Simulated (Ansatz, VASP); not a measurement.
# One calculation of Nb, two programs

Contents of POSCAR:

```
Nb
1.0
    0.0000000000      2.0851646367      2.0851646367
    2.0851646367      0.0000000000      2.0851646367
    2.0851646367      2.0851646367      0.0000000000
Nb
1
Direct
    0.0000000000      0.0000000000      0.0000000000
```

The input INCAR.step1:

```
PREC = Accurate
ENCUT = 520
EDIFF = 1E-5
ISMEAR = 0
SIGMA = 0.1
LREAL = F
LASPH = T
NELM = 100
ALGO = Normal
ISIF = 2
LWAVE = T
LCHARG = F
GGA = PE
NBANDS = 12
```

The input INCAR.step2:

```
PREC = Accurate
ENCUT = 520
EDIFF = 1E-6
ISMEAR = 0
SIGMA = 0.1
LREAL = F
LASPH = T
NELM = 100
ALGO = Normal
ISIF = 2
LWAVE = F
LCHARG = F
GGA = PE
LHFCALC = T
HFSCREEN = 0.2079
PRECFOCK = Normal
ISTART = 1
NBANDS = 12
```

Contents of KPOINTS:

```
Automatic mesh
0
Gamma
  8 8 8
```

Input for Ansatz:

```yaml
crystal:
  lattice:
    - [0.0, 2.0851646367, 2.0851646367]
    - [2.0851646367, 0.0, 2.0851646367]
    - [2.0851646367, 2.0851646367, 0.0]
  atoms:
    - { symbol: Nb, position: [0.0, 0.0, 0.0] }
basis:
  ecutwfc: 420
kpoints:
  mp_grid: { grid: [8, 8, 8] }
hamiltonian:
  xc: hse06
  pseudopotentials: { kind: paw, azcp: { folder: soft_1 } }
scf:
  occupations: { method: gaussian, width: 0.1 }
output:
  forces: true
  stress: true
  eigenvalues: true
```

Alike in both runs: task single point; functional HSE06; k mesh 8 × 8 × 8; occupations gaussian, width 0.1 eV; no spin polarisation.

|  | VASP | Ansatz |
| --- | --- | --- |
| version | VASP 6.6.1 | Ansatz 0.2.0 |
| potentials or method | VASP PAW PBE potentials, release 64 (Nb_sv), cutoff 520 eV | scalar-relativistic, plane waves, PAW |
| valence electrons in the cell | 13 | 13 |

|  | VASP | Ansatz | Ansatz less VASP |
| --- | --- | --- | --- |
| gap on the k mesh at the Fermi level (eV) | none | none | - |
| pressure (GPa) | 3.3 | 3.5 | +0.24 |

A gap of «none» marks a metal or a gap that the smearing closes. The functional is the same, so the differences come from potentials, cutoffs and numerics. Ansatz's warnings: filled band counts differ across k points, stress exchange threshold loose, stress scf threshold loose.
